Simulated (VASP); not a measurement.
The system is C.

```
C
1.0
     0.00000    1.76587    1.76587
     1.76587    0.00000    1.76587
     1.76587    1.76587    0.00000
C
2
Direct
  0.50000 0.50000 0.50000
  0.75000 0.75000 0.75000
```

Base run:

* Program: VASP 6.6.1
* Functional: LDA
* Potentials or basis: VASP PAW LDA potentials, release 64 (C)
* Cutoff: 520 eV
* k mesh: 12 × 12 × 12
* Occupations: gaussian, width 0.02 eV
* Spin: no spin polarisation

Its results: band gap on the k mesh 4.20 eV, indirect (least direct gap 5.63 eV); pressure 1.6 GPa.

Task: The run is repeated on the same cell with these changes: potentials or basis from VASP PAW LDA potentials, release 64 (C) to VASP PAW LDA potentials, release 64 (C_h); cutoff from 520 eV to 910 eV. What comes out?

Result: Band gap on the k mesh 4.20 eV, indirect (least direct gap 5.63 eV); pressure 0.7 GPa.

Caveats: the cutoff is under 1.25 times the usual one of these potentials, so pressure, stress and relaxed cells hold a basis-set (Pulay) error (some runs).

A k mesh can miss the band edges.
